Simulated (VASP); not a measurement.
# TiAl3 (P4mm) in VASP: single point with r2SCAN

Aim: the single point of TiAl3 with r2SCAN.

Everything below comes from runs of VASP 6.6.1. Logs are shortened: lines on timing, memory, paths and dates and some standing lists are left out, and cuts for length are marked.

### Step 1. The cell of the first run

Symmetry: P4mm, No. 99, tetragonal system. The conventional cell has a = 3.956 Å, b = 3.956 Å, c = 3.956 Å, α = 90.00°, β = 90.00°, γ = 90.00°. Within 3.7 Å of Ti (site symmetry 4mm) lie 12 Al at 2.77 to 2.83 Å. Within 3.6 Å of Al (site symmetry 2mm) lie 8 Al at 2.77 to 2.83 Å and 4 Ti at 2.77 to 2.83 Å. Within 3.6 Å of Al (site symmetry 4mm) lie 8 Al at 2.77 to 2.83 Å and 4 Ti at 2.80 Å. Within 3.6 Å of Al (site symmetry 2mm) lie 8 Al at 2.77 to 2.83 Å and 4 Ti at 2.77 to 2.83 Å.

### Step 2. Single point, r2SCAN (atoms displaced along a vibrational mode)

Contents of POSCAR:

```
TiAl3
1.0
    3.9556712500      0.0000000000      0.0000000000
    0.0000000000      3.9556712500      0.0000000000
    0.0000000000      0.0000000000      7.9113425000
Ti Al
2 6
Direct
    0.0000000000      0.0086471221      0.0000000000
    0.0000000000      0.0086471221      0.5000000000
    0.5000000000      0.4986497437      0.0000000000
    0.5000000000      0.4986497437      0.5000000000
    0.5000000000     -0.0126400797      0.2500000000
    0.5000000000     -0.0126400797      0.7500000000
    0.0000000000      0.4986497803      0.2500000000
    0.0000000000      0.4986497803      0.7500000000
```

Contents of INCAR.step1:

```
SYSTEM = TiAl3
PREC = Accurate
ENCUT = 520
ISMEAR = 0
SIGMA = 0.15
LREAL = .FALSE.
LASPH = .TRUE.
NELM = 60
NBANDS = 31
GGA = PE
ALGO = Normal
EDIFF = 1E-4
LWAVE = .TRUE.
LCHARG = .FALSE.
```

Contents of INCAR.step2:

```
SYSTEM = TiAl3
PREC = Accurate
ENCUT = 520
EDIFF = 1E-6
ISMEAR = 0
SIGMA = 0.15
LREAL = .FALSE.
LASPH = .TRUE.
NELM = 60
ALGO = Normal
ISIF = 2
LWAVE = .FALSE.
LCHARG = .FALSE.
METAGGA = R2SCAN
LMIXTAU = .TRUE.
NBANDS = 31
ISTART = 1
```

Contents of KPOINTS:

```
regular mesh
0
G
  12 12 6
  0 0 0
```

Potentials or basis: VASP PAW PBE potentials, release 64 (Ti_sv, Al).

Started as:

```console
cat potpaw_PBE.64/Ti_sv/POTCAR potpaw_PBE.64/Al/POTCAR > POTCAR
cp INCAR.step1 INCAR
mpirun -np 1 vasp_std > vasp.out
cp INCAR.step2 INCAR
mpirun -np 1 vasp_std > vasp.out
```

OUTCAR:

```text
SYSTEM = TiAl3
   PREC = Accurate
   ENCUT = 520
   EDIFF = 1E-6
   ISMEAR = 0
   LREAL = .FALSE.
   LASPH = .TRUE.
   NELM = 60
   ISIF = 2
   METAGGA = R2SCAN
   ISTART = 1

 ion  position               nearest neighbor table
   1  0.000  0.009  0.000-   3 2.77   3 2.77   8 2.77   7 2.77   6 2.80   5 2.80   5 2.80   6 2.80
                             8 2.83   7 2.83   3 2.83   3 2.83
   2  0.000  0.009  0.500-   4 2.77   4 2.77   8 2.77   7 2.77   6 2.80   5 2.80   5 2.80   6 2.80
                             8 2.83   7 2.83   4 2.83   4 2.83
   3  0.500  0.499  0.000-   5 2.77   6 2.77   1 2.77   1 2.77   8 2.80   7 2.80   7 2.80   8 2.80
                             1 2.83   1 2.83   5 2.83   6 2.83
   4  0.500  0.499  0.500-   5 2.77   6 2.77   2 2.77   2 2.77   8 2.80   7 2.80   7 2.80   8 2.80
                             2 2.83   2 2.83   5 2.83   6 2.83
   5  0.500  0.987  0.250-   7 2.77   7 2.77   3 2.77   4 2.77   1 2.80   1 2.80   2 2.80   2 2.80
                             3 2.83   4 2.83   7 2.83   7 2.83
   6  0.500  0.987  0.750-   8 2.77   8 2.77   3 2.77   4 2.77   1 2.80   1 2.80   2 2.80   2 2.80
                             3 2.83   4 2.83   8 2.83   8 2.83
   7  0.000  0.499  0.250-   5 2.77   5 2.77   1 2.77   2 2.77   3 2.80   3 2.80   4 2.80   4 2.80
                             1 2.83   2 2.83   5 2.83   5 2.83
   8  0.000  0.499  0.750-   6 2.77   6 2.77   1 2.77   2 2.77   3 2.80   3 2.80   4 2.80   4 2.80
                             1 2.83   2 2.83   6 2.83   6 2.83

  LATTYP: Found a simple tetragonal cell.
 ALAT       =     3.9556712500
 C/A-ratio  =     2.0000000000

  Lattice vectors:

 A1 = (   3.9556712500,   0.0000000000,   0.0000000000)
 A2 = (   0.0000000000,   3.9556712500,   0.0000000000)
 A3 = (   0.0000000000,   0.0000000000,   7.9113425000)

Analysis of symmetry for initial positions (statically):
=====================================================================
 Subroutine PRICEL returns following result:

  LATTYP: Found a simple cubic cell.
 ALAT       =     3.9556712500

  Lattice vectors:

 A1 = (   3.9556712500,   0.0000000000,   0.0000000000)
 A2 = (   0.0000000000,   3.9556712500,   0.0000000000)
 A3 = (   0.0000000000,   0.0000000000,   3.9556712500)

   2 primitive cells build up your supercell.

 Routine SETGRP: Setting up the symmetry group for a
 simple tetragonal supercell.

 Subroutine GETGRP returns: Found  4 space group operations
 (whereof  4 operations were pure point group operations)
 out of a pool of 16 trial point group operations.

The static configuration has the point symmetry C_2v.
[... 133 lines left out ...]
   ISIF   =      2    stress and relaxation
   ISYM   =      2    0-nonsym 1-usesym 2-fastsym
   POTIM  = 0.5000    time-step for ionic-motion
   TEBEG  =    0.0;   TEEND  =   0.0 temperature during run
   PSTRESS=    0.0 pullay stress
   NELECT =      42.0000    total number of electrons
   NUPDOWN=      -1.0000    fix difference up-down
   EMIN   =  10.00;   EMAX   =-10.00  energy-range for DOS
   EFERMI =   0.00;   METHOD = LEGACY
   ISMEAR =     0;   SIGMA  =   0.15  broadening in eV -4-tet -1-fermi 0-gaus
   EFERMI_NEDOS =   21; number of points for ismear=-14 and -15
   IALGO  =     38    algorithm
   IMIX   =      4    mixing-type and parameters
     AMIX     =   0.40;   BMIX     =  1.00
     AMIX_MAG =   1.60;   BMIX_MAG =  1.00
  volume/ion in A,a.u.               =      15.47       104.42
  Fermi-wavevector in a.u.,A,eV,Ry     =   1.141811  2.157711 17.738371  1.303733
  Thomas-Fermi vector in A             =   2.278511
   LORBIT       =      0    0 simple, 1 ext, 2 COOP (PROOUT), +10 PAW based schemes
   METAGGA = R2SCAN    functional components
   LHFCALC =     F    Hartree Fock is set to
   AEXX    =    0.0000 exact exchange contribution
   IVDW    =     0    specifies the selected vdW correction
   LEPSILON=     F    determine dielectric tensor
   LRPA    =     F    only Hartree local field effects (RPA)
 non-spin polarized calculation
 Gauss-broadening in eV      SIGMA  =   0.15
  energy-cutoff  :      520.00
  volume of cell :      123.79
 maximum number of plane-waves:      3397
 NGX is ok and might be reduce to    30
   NGX = 15   NGY = 15   NGZ = 29

 number of electron      41.9999992 magnetization

 Free energy of the ion-electron system (eV)
  ---------------------------------------------------
  ext. energy  EPLUGINS =         0.00000000
  ---------------------------------------------------
  free energy    TOTEN  =       -69.61962927 eV

  energy without entropy =      -69.56650329  energy(sigma->0) =      -69.59306628

 E-fermi :   9.1685     XC(G=0): -11.5903

 val. band max:        9.1673283658   @ k =   0.3333   0.1667   0.3333
 cond. band min:       9.1694110534   @ k =  -0.1667   0.3333   0.3333
 fundamental gap:      0.0020826876
 Fermi energy:         9.1684816772

 k-point     1 :       0.0000    0.0000    0.0000
  band No.  band energies     occupation
      1     -50.1704      2.00000
      2     -50.1694      2.00000
      3     -25.4585      2.00000
      4     -25.4364      2.00000
      5     -25.4364      2.00000
      6     -25.4362      2.00000
[... 805 lines left out ...]
     30      12.3415      0.00000
     31      12.7387      0.00000

 [... further k-points ...]

------------------------ aborting loop because EDIFF is reached ----------------------------------------

  FORCE on cell =-STRESS in cart. coord.  units (eV):
  Direction    XX          YY          ZZ          XY          YZ          ZX
  --------------------------------------------------------------------------------------
  -------------------------------------------------------------------------------------
  Total        0.0062286      0.0755387      0.0061809      0.0000000      0.0000000      0.0000000
  in kB        0.0806144      0.9776643      0.0799972      0.0000000      0.0000000      0.0000000
  external PRESSURE =       0.3794253 kB  Pullay stress =       0.0000000 kB

 VOLUME and BASIS-vectors are now :
 -----------------------------------------------------------------------------
  energy-cutoff  :      520.00
  volume of cell :      123.79
      direct lattice vectors                 reciprocal lattice vectors
     3.955671250  0.000000000  0.000000000     0.252801595  0.000000000  0.000000000
     0.000000000  3.955671250  0.000000000     0.000000000  0.252801595  0.000000000
     0.000000000  0.000000000  7.911342500     0.000000000  0.000000000  0.126400797

 POSITION                                       TOTAL-FORCE (eV/Angst)
 -----------------------------------------------------------------------------------
      0.00000      0.03421      0.00000        -0.000000     -0.446750      0.000000
      0.00000      0.03421      3.95567        -0.000000     -0.446750      0.000000
      1.97784      1.97249      0.00000         0.000000      0.041216      0.000000
      1.97784      1.97249      3.95567         0.000000      0.041216      0.000000
      1.97784      3.90567      1.97784         0.000000      0.364317      0.000000
      1.97784      3.90567      5.93351         0.000000      0.364317      0.000000
      0.00000      1.97249      1.97784         0.000000      0.041216     -0.000000
      0.00000      1.97249      5.93351         0.000000      0.041216     -0.000000
 -----------------------------------------------------------------------------------
    total drift:                               -0.000000     -0.001301     -0.000001

  FREE ENERGIE OF THE ION-ELECTRON SYSTEM (eV)
  ---------------------------------------------------
  free  energy   TOTEN  =       -69.6196292748 eV

  energy  without entropy=      -69.5665032931  energy(sigma->0) =      -69.59306628
```

OSZICAR.step1:

```text
N       E                     dE             d eps       ncg     rms          rms(c)
DAV:   1     0.340559580204E+03    0.34056E+03   -0.18295E+04 12152   0.131E+03
DAV:   2    -0.840654724112E+01   -0.34897E+03   -0.33840E+03 12383   0.370E+02
DAV:   3    -0.423143947045E+02   -0.33908E+02   -0.32964E+02 20011   0.101E+02
DAV:   4    -0.449753077171E+02   -0.26609E+01   -0.26282E+01 17973   0.231E+01
DAV:   5    -0.451074687409E+02   -0.13216E+00   -0.13208E+00 17313   0.423E+00    0.158E+01
DAV:   6    -0.429850095581E+02    0.21225E+01   -0.47527E+01 16611   0.411E+01    0.111E+01
DAV:   7    -0.412901783119E+02    0.16948E+01   -0.19837E+01 15664   0.281E+01    0.503E+00
DAV:   8    -0.411313530735E+02    0.15883E+00   -0.21691E+00 16237   0.104E+01    0.183E+00
DAV:   9    -0.410740044360E+02    0.57349E-01   -0.28944E-01 15823   0.370E+00    0.492E-01
DAV:  10    -0.410782604793E+02   -0.42560E-02   -0.43428E-02 16800   0.118E+00    0.408E-01
DAV:  11    -0.410755703934E+02    0.26901E-02   -0.22894E-02 16924   0.960E-01    0.118E-01
DAV:  12    -0.410752407574E+02    0.32964E-03   -0.20668E-03 16251   0.305E-01    0.214E-02
DAV:  13    -0.410752437676E+02   -0.30102E-05   -0.56237E-05  9606   0.418E-02
   1 F= -.41075244E+02 E0= -.41046746E+02  d E =-.569963E-01
```

Run time: 33 min. Hardware: 1 thread of Oxide Virtual Turin-like, shared host; peak memory 0.64 GiB.

Results:

```yaml
Free_energy: -69.6196 eV
Pressure: 0.0 GPa
Largest_force: 0.447 eV/Å
Band_gap_on_the_k_mesh: zero (bands 21 and 22 overlap by 3.16 eV)
```

Forces in eV/Å, atoms in the order of the input:
```
Ti   0.000 -0.447  0.000
Ti   0.000 -0.447  0.000
Al   0.000  0.041  0.000
Al   0.000  0.041  0.000
Al   0.000  0.364  0.000
Al   0.000  0.364  0.000
Al   0.000  0.041  0.000
Al   0.000  0.041  0.000
```

Stress tensor (GPa, compression positive):
```
0.01 0.00 0.00
0.00 0.10 0.00
0.00 0.00 0.01
```

Levels at points of the mesh, in eV from the Fermi level:
```
           k point  band 19  band 20  band 21  band 22  band 23  band 24
(0.00, 0.00, 0.00)    -2.29     0.13     0.13     0.14     0.39     0.65
(0.50, 0.00, 0.00)    -1.37     0.39     0.58     0.68     0.69     0.90
(0.00, 0.50, 0.00)    -1.37     0.41     0.63     0.68     0.68     0.90
(0.50, 0.50, 0.00)    -3.87    -1.38    -1.37     0.22     0.63     1.08
(0.00, 0.00, 0.50)    -0.97    -0.97     0.24     0.24     0.29     0.29
(0.50, 0.00, 0.50)    -0.88    -0.88     0.43     0.43     0.78     0.78
(0.00, 0.50, 0.50)    -0.87    -0.87     0.43     0.43     0.79     0.79
(0.50, 0.50, 0.50)    -2.56    -2.56    -2.53    -2.53     1.07     1.07
```

Caveat: the cell differs from its parent crystal (atoms displaced along a vibrational mode); the PAW data sets were made with another functional, which shifts forces and pressure a little.
